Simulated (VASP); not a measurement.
# H15NO6 in VASP: notebook, part 2 of 3

VASP 6.6.1. The steps go on from the part before.

## 3. Single point, PBE+D3(BJ)

INCAR

```
SYSTEM = H15NO6
PREC = Accurate ; ENCUT = 520
EDIFF = 1E-6 ; ISMEAR = -1
SIGMA = 0.05 ; LREAL = Auto
LASPH = .True. ; NELM = 100
ALGO = Normal ; ISIF = 2
LWAVE = .False. ; LCHARG = .False.
GGA = PE ; IVDW = 12
NBANDS = 45
```

KPOINTS

```
regular mesh
0
Gamma
  1 1 1
  0 0 0
```

POSCAR

```
H15NO6
1.0
    6.0276500000      0.0000000000      0.0000000000
    0.0000000000      6.0276500000      0.0000000000
    0.0000000000      0.0000000000      6.0276500000
O H N
6 15 1
Direct
    0.1860924241      0.8337909467      0.3634418057
    0.2455849295      0.3148158901      0.8722304712
    0.3464202467      0.7660531053      0.7809179365
    0.5776380513      0.5149270445      0.2602506781
    0.7847834562      0.2290113062     -0.0052756879
    0.8515092947      0.8368103656      0.0871981618
    0.2747837051      0.9615024097      0.3176859970
    0.0810431926      0.8169850605      0.2293762909
    0.3560093901      0.4299187909      0.8290793261
    0.2843894387      0.1657694126      0.8189592959
    0.4845171833      0.8538153343      0.7291564706
    0.2733071761      0.7684752764      0.6376614435
    0.6597761980      0.6493077733      0.2108947932
    0.4397567875      0.5617778073      0.1778304978
    0.7001899579      0.3297968528      0.1000887576
    0.9166590628      0.3105687955     -0.0228115435
    0.8238534089      1.0145745025      0.0684180402
    0.8415219862      0.7984537921     -0.0628603187
    0.7429927086      0.1246422735      0.6578351430
    0.8731429330     -0.0486756862      0.5171667233
    0.6300963062     -0.0189626140      0.4642107621
    0.7266513484     -0.0277720173      0.5924697021
```

Potentials or basis: VASP PAW PBE potentials, release 64 (O, H, N).

Started as:

```console
$ cat potpaw_PBE.64/O/POTCAR potpaw_PBE.64/H/POTCAR potpaw_PBE.64/N/POTCAR > POTCAR
$ mpirun -np 1 vasp_gam > vasp.out
```

OUTCAR:

```text
SYSTEM = H15NO6
   PREC = Accurate
   ENCUT = 520
   EDIFF = 1E-6
   ISMEAR = -1
   LREAL = Auto
   LASPH = .True.
   NELM = 100
   ISIF = 2
   GGA = PE
   IVDW = 12
 IVDW          = 12

 ion  position               nearest neighbor table
   1  0.186  0.834  0.363-   7 0.98   8 1.03
   2  0.246  0.315  0.872-  10 0.98   9 1.00
   3  0.346  0.766  0.781-  12 0.97  11 1.03
   4  0.578  0.515  0.260-  13 0.99  14 1.01
   5  0.785  0.229  0.995-  16 0.94  15 1.02  17 1.39
   6  0.852  0.837  0.087-  18 0.94  17 1.09
   7  0.275  0.962  0.318-   1 0.98
   8  0.081  0.817  0.229-   1 1.03
   9  0.356  0.430  0.829-   2 1.00
  10  0.284  0.166  0.819-   2 0.98
  11  0.485  0.854  0.729-   3 1.03
  12  0.273  0.768  0.638-   3 0.97
  13  0.660  0.649  0.211-   4 0.99
  14  0.440  0.562  0.178-   4 1.01
  15  0.700  0.330  0.100-   5 1.02
  16  0.917  0.311  0.977-   5 0.94
  17  0.824  0.015  0.068-   6 1.09   5 1.39
  18  0.842  0.798  0.937-   6 0.94
  19  0.743  0.125  0.658-  22 1.00
  20  0.873  0.951  0.517-  22 1.00
  21  0.630  0.981  0.464-  22 0.97
  22  0.727  0.972  0.592-  21 0.97  20 1.00  19 1.00

  LATTYP: Found a simple cubic cell.
 ALAT       =     6.0276500000

  Lattice vectors:

 A1 = (   6.0276500000,   0.0000000000,   0.0000000000)
 A2 = (   0.0000000000,   6.0276500000,   0.0000000000)
 A3 = (   0.0000000000,   0.0000000000,   6.0276500000)

Analysis of symmetry for initial positions (statically):
=====================================================================
 Subroutine PRICEL returns:
 Original cell was already a primitive cell.

 Routine SETGRP: Setting up the symmetry group for a
 simple cubic supercell.

 Subroutine GETGRP returns: Found  1 space group operations
 (whereof  1 operations were pure point group operations)
 out of a pool of 48 trial point group operations.

The static configuration has the point symmetry C_1 .

Analysis of symmetry for dynamics (positions and initial velocities):
=====================================================================
 Subroutine PRICEL returns:
 Original cell was already a primitive cell.

 Routine SETGRP: Setting up the symmetry group for a
 simple cubic supercell.

 Subroutine GETGRP returns: Found  1 space group operations
 (whereof  1 operations were pure point group operations)
 out of a pool of 48 trial point group operations.

The dynamic configuration has the point symmetry C_1 .

 Subroutine INISYM returns: Found  1 space group operations
 (whereof  1 operations are pure point group operations),
 and found     1 'primitive' translations

----------------------------------------------------------------------------------------

                                     Primitive cell

  volume of cell :     219.0000

  direct lattice vectors                    reciprocal lattice vectors
     6.027650000  0.000000000  0.000000000     0.165902134  0.000000000  0.000000000
     0.000000000  6.027650000  0.000000000     0.000000000  0.165902134  0.000000000
     0.000000000  0.000000000  6.027650000     0.000000000  0.000000000  0.165902134

  length of vectors
     6.027650000  6.027650000  6.027650000     0.165902134  0.165902134  0.165902134

  position of ions in fractional coordinates (direct lattice)
     0.186092424  0.833790947  0.363441806
     0.245584929  0.314815890  0.872230471
     0.346420247  0.766053105  0.780917937
     0.577638051  0.514927044  0.260250678
     0.784783456  0.229011306  0.994724312
     0.851509295  0.836810366  0.087198162
[... 14 lines left out ...]
     0.630096306  0.981037386  0.464210762
     0.726651348  0.972227983  0.592469702

  ion indices of the primitive-cell ions
   primitive index   ion index
                 1           1
                 2           2
                 3           3
                 4           4
                 5           5
                 6           6
[... 14 lines left out ...]
                21          21
                22          22

----------------------------------------------------------------------------------------

 KPOINTS: regular mesh

Automatic generation of k-mesh.
 Grid dimensions read from file:
 generate k-points for:    1    1    1

 Generating k-lattice:

  Cartesian coordinates                     Fractional coordinates (reciprocal lattice)
     0.165902134  0.000000000  0.000000000     1.000000000  0.000000000  0.000000000
     0.000000000  0.165902134  0.000000000     0.000000000  1.000000000  0.000000000
     0.000000000  0.000000000  0.165902134     0.000000000  0.000000000  1.000000000

  Length of vectors
     0.165902134  0.165902134  0.165902134

  Shift w.r.t. Gamma in fractional coordinates (k-lattice)
     0.000000000  0.000000000  0.000000000

 Subroutine IBZKPT returns following result:
 ===========================================

 Found      1 irreducible k-points:

 Following reciprocal coordinates:
            Coordinates               Weight
  0.000000  0.000000  0.000000      1.000000
   k-points           NKPTS =      1   k-points in BZ     NKDIM =      1   number of bands    NBANDS=     45
   number of dos      NEDOS =    301   number of ions     NIONS =     22
   total plane-waves  NPLWV = 110592
   dimension x,y,z NGX =    48 NGY =   48 NGZ =   48
   dimension x,y,z NGXF=    96 NGYF=   96 NGZF=   96
   ions per type =               6  15   1
   NGX,Y,Z   is equivalent  to a cutoff of  13.24, 13.24, 13.24 a.u.
   NGXF,Y,Z  is equivalent  to a cutoff of  26.48, 26.48, 26.48 a.u.
 SYSTEM =  H15NO6
   PREC   = accura    normal or accurate (medium, high low for compatibility)
   ISTART =      0    job   : 0-new  1-cont  2-samecut
   ICHARG =      2    charge: 1-file 2-atom 10-const
   ISPIN  =      1    spin polarized calculation?
   LNONCOLLINEAR =      F non collinear calculations
   LSORBIT =      F    spin-orbit coupling
   LASPH  =      T    aspherical Exc in radial PAW
   ENCUT  =  520.0 eV  38.22 Ry    6.18 a.u.  11.21 11.21 11.21*2*pi/ulx,y,z
   NELM   =    100;   NELMIN=  2; NELMDL= -5     # of ELM steps
   EDIFF  = 0.1E-05   stopping-criterion for ELM
   LREAL  =      T    real-space projection
   EDIFFG = 0.1E-04   stopping-criterion for IOM
   NSW    =      0    number of steps for IOM
   IBRION =     -1    ionic relax: 0-MD 1-quasi-New 2-CG
   NFREE  =      0    steps in history (QN), initial steepest desc. (CG)
   ISIF   =      2    stress and relaxation
   ISYM   =      2    0-nonsym 1-usesym 2-fastsym
   POTIM  = 0.5000    time-step for ionic-motion
   TEBEG  =    0.0;   TEEND  =   0.0 temperature during run
   PSTRESS=    0.0 pullay stress
   NELECT =      56.0000    total number of electrons
   NUPDOWN=      -1.0000    fix difference up-down
   EMIN   =  10.00;   EMAX   =-10.00  energy-range for DOS
   EFERMI =   0.00;   METHOD = LEGACY
   ISMEAR =    -1;   SIGMA  =   0.05  broadening in eV -4-tet -1-fermi 0-gaus
   EFERMI_NEDOS =   21; number of points for ismear=-14 and -15
   IALGO  =     38    algorithm
   IMIX   =      4    mixing-type and parameters
     AMIX     =   0.40;   BMIX     =  1.00
     AMIX_MAG =   1.60;   BMIX_MAG =  1.00
  volume/ion in A,a.u.               =       9.95        67.18
  Fermi-wavevector in a.u.,A,eV,Ry     =   1.039097  1.963609 14.690521  1.079723
  Thomas-Fermi vector in A             =   2.173612
   LORBIT       =      0    0 simple, 1 ext, 2 COOP (PROOUT), +10 PAW based schemes
   GGA     = PE    functional components
   LHFCALC =     F    Hartree Fock is set to
   AEXX    =    0.0000 exact exchange contribution
   IVDW    =    12    specifies the selected vdW correction
   LEPSILON=     F    determine dielectric tensor
   LRPA    =     F    only Hartree local field effects (RPA)
 non-spin polarized calculation
  energy-cutoff  :      520.00
  volume of cell :      219.00
 maximum number of plane-waves:      2944
 NGX is ok and might be reduce to    48
   NGX = 23   NGY = 23   NGZ = 23

 number of electron      55.9999998 magnetization

 Free energy of the ion-electron system (eV)
  ---------------------------------------------------
  ext. energy  EPLUGINS =         0.00000000
  ---------------------------------------------------
  free energy    TOTEN  =      -106.46898537 eV

  energy without entropy =     -106.46898537  energy(sigma->0) =     -106.46898537

 E-fermi :  -2.3010     XC(G=0):  -6.7213

 val. band max:       -3.5393587925   @ k =   0.0000   0.0000   0.0000
 cond. band min:       0.9840896125   @ k =   0.0000   0.0000   0.0000
 fundamental gap:      4.5234484051
 Fermi energy:        -2.3009700738

 k-point     1 :       0.0000    0.0000    0.0000
  band No.  band energies     occupation
      1     -23.0109      2.00000
      2     -22.1236      2.00000
      3     -21.9614      2.00000
      4     -21.7176      2.00000
      5     -21.5837      2.00000
      6     -21.1969      2.00000
[... 32 lines left out ...]
     39       7.2995      0.00000
     40       7.7826      0.00000
 [bands above 40 left out]

------------------------ aborting loop because EDIFF is reached ----------------------------------------

 Edisp (eV)   -0.75984

 E8    (eV) :    -0.1562

  FORCE on cell =-STRESS in cart. coord.  units (eV):
  Direction    XX          YY          ZZ          XY          YZ          ZX
  --------------------------------------------------------------------------------------
  -------------------------------------------------------------------------------------
  Total       3.03126     0.14859     3.49429     0.08541     2.15536     1.03243
  in kB      22.17634     1.08705    25.56383     0.62488    15.76837     7.55310
  external pressure =       16.28 kB  Pullay stress =        0.00 kB

 VOLUME and BASIS-vectors are now :
 -----------------------------------------------------------------------------
  energy-cutoff  :      520.00
  volume of cell :      219.00
      direct lattice vectors                 reciprocal lattice vectors
     6.027650000  0.000000000  0.000000000     0.165902134  0.000000000  0.000000000
     0.000000000  6.027650000  0.000000000     0.000000000  0.165902134  0.000000000
     0.000000000  0.000000000  6.027650000     0.000000000  0.000000000  0.165902134

 POSITION                                       TOTAL-FORCE (eV/Angst)
 -----------------------------------------------------------------------------------
      1.12170      5.02580      2.19070        -0.310950      0.406795     -1.170882
      1.48030      1.89760      5.25750        -0.052037      0.019231      0.070557
      2.08810      4.61750      4.70710         1.765441      1.167151     -0.196755
      3.48180      3.10380      1.56870        -1.199040      0.806732     -1.346153
      4.73040      1.38040      5.99585        -1.800033      0.242998      0.751492
      5.13260      5.04400      0.52560        -0.032408      1.305465      1.923299
[... 14 lines left out ...]
      3.79800      5.91335      2.79810        -1.776042      0.378388     -1.884149
      4.38000      5.86025      3.57120         0.742555     -0.263219      1.509911
 -----------------------------------------------------------------------------------
    total drift:                                0.000251     -0.003282     -0.001539

  FREE ENERGIE OF THE ION-ELECTRON SYSTEM (eV)
  ---------------------------------------------------
  free  energy   TOTEN  =      -107.2288245118 eV

  energy  without entropy=     -107.2288245118  energy(sigma->0) =     -107.22882451
```

It took 16 s on 1 thread of Intel Xeon 6975P-C (Granite Rapids), shared host; peak memory 0.31 GiB.

Results:

```yaml
Free_energy: -107.2288 eV
Pressure: 1.6 GPa
Largest_force: 2.617 eV/Å
Band_gap_on_the_k_mesh: 4.52 eV
Dispersion_energy_per_atom: -0.035 eV
```

Forces in eV/Å, atoms in the order of the input:
```
O   -0.311  0.407 -1.171
O   -0.052  0.019  0.071
O    1.765  1.167 -0.197
O   -1.199  0.807 -1.346
O   -1.800  0.243  0.751
O   -0.032  1.305  1.923
H   -0.097 -0.105  0.095
H    0.162 -0.025  0.817
H   -0.648 -0.668 -0.108
H    0.206  0.686  0.139
H   -0.503 -1.185  0.910
H   -0.788 -0.445 -0.505
H    0.980  0.033  0.343
H    0.367 -0.950  0.935
H   -0.365 -0.195 -0.009
H    2.223  0.669 -0.585
H    0.172 -1.086  0.195
H    0.013 -0.854 -2.161
H   -0.349  0.786  0.431
H    1.290 -0.722 -0.156
H   -1.776  0.378 -1.884
N    0.743 -0.263  1.510
```

Stress tensor (GPa, compression positive):
```
2.22 0.06 0.76
0.06 0.11 1.58
0.76 1.58 2.56
```

Caveat: the k points lie up to 1.04 Å⁻¹ apart.

## 4. Single point, PBE+D3(BJ)

INCAR

```
PREC = Accurate
ENCUT = 520
EDIFF = 1E-7
ISMEAR = -1
SIGMA = 0.05
LREAL = Auto
LASPH = True
NELM = 100
ALGO = Normal
ISIF = 2
LWAVE = False
LCHARG = False
GGA = PE
IVDW = 12
NBANDS = 45
```

KPOINTS

```
regular mesh
0
Gamma
  1 1 1
```

POSCAR

```
H15NO6
1.0
    6.0276500000      0.0000000000      0.0000000000
    0.0000000000      6.0276500000      0.0000000000
    0.0000000000      0.0000000000      6.0276500000
O H N
6 15 1
Direct
    0.2141796554      0.8629233615      0.3411113784
    0.1975230811      0.2970809519      0.8588421690
    0.3385730757      0.7570446194      0.7488822344
    0.5681650394      0.4746791867      0.2453194860
    0.7701840684      0.2415203272     -0.0284853965
    0.8588255788      0.8403772615      0.1059948736
    0.3360679535      0.9567244283      0.2960357685
    0.0967209443      0.8908281005      0.2201853127
    0.2856502949      0.4404369862      0.8423680871
    0.2067472398      0.2339054192      0.7081034898
    0.4946206233      0.7626521115      0.7066601412
    0.2585750666      0.8052889600      0.6222491352
    0.6750889650      0.5997528058      0.2248803431
    0.4290395096      0.5519564009      0.2286960922
    0.6894560899      0.3202906605      0.0877954095
    0.9351239704      0.2900301112     -0.0414755336
    0.8251972162      0.9979842891      0.0620971689
    0.8993554702      0.7583552462     -0.0321186532
    0.7739500469      0.1377153617      0.6879297902
    0.9028394150      0.0010120030      0.4813152721
    0.6465372077      0.0846930396      0.4506565577
    0.7560657968      0.0253000755      0.5606496728
```

Started as:

```console
$ cat potpaw_PBE.64/O/POTCAR potpaw_PBE.64/H/POTCAR potpaw_PBE.64/N/POTCAR > POTCAR
$ mpirun -np 1 vasp_gam > vasp.out
```

It took 17 s on 1 thread of Intel Xeon 6975P-C (Granite Rapids), shared host; peak memory 0.31 GiB.

It converged, with:

| Property | Result |
| --- | --- |
| Free energy | -107.3310 eV |
| Pressure | 0.6 GPa |
| Largest force | 2.657 eV/Å |
| Band gap on the k mesh | 3.59 eV |
| Dispersion energy per atom | -0.034 eV |

Forces in eV/Å, atoms in the order of the input:
```
O   -0.453  0.513 -0.957
O    0.847  1.125 -0.745
O    0.793 -1.103  1.925
O    0.649  0.884  0.474
O    2.498 -0.590 -0.684
O    0.545 -1.278 -0.703
H    0.351  0.167 -0.063
H    0.305 -0.786  0.877
H   -0.903 -0.818  0.036
H   -0.086  0.090  0.677
H    0.159  0.392 -0.147
H   -0.637  0.265 -1.463
H   -0.221 -0.196  0.239
H   -0.775  0.174  0.025
H   -0.430  0.595  0.305
H   -1.572 -0.223  0.080
H   -0.503  0.266 -0.570
H   -0.296  0.853  0.744
H   -0.275 -0.220 -0.314
H    0.018  0.036  0.009
H   -0.283  0.447 -0.409
N    0.268 -0.594  0.663
```

Stress tensor (GPa, compression positive):
```
-0.01 -1.84  0.84
-1.84 -0.24  0.65
 0.84  0.65  2.05
```

Levels at points of the mesh, in eV from the valence-band top:
```
           k point  band 25  band 26  band 27  band 28  band 29  band 30  band 31  band 32
(0.00, 0.00, 0.00)    -1.47    -1.18    -0.91     0.00     3.59     6.54     7.13     7.58
```

Caveat: the k points lie up to 1.04 Å⁻¹ apart.

(Part 2 of 3 ends here.)
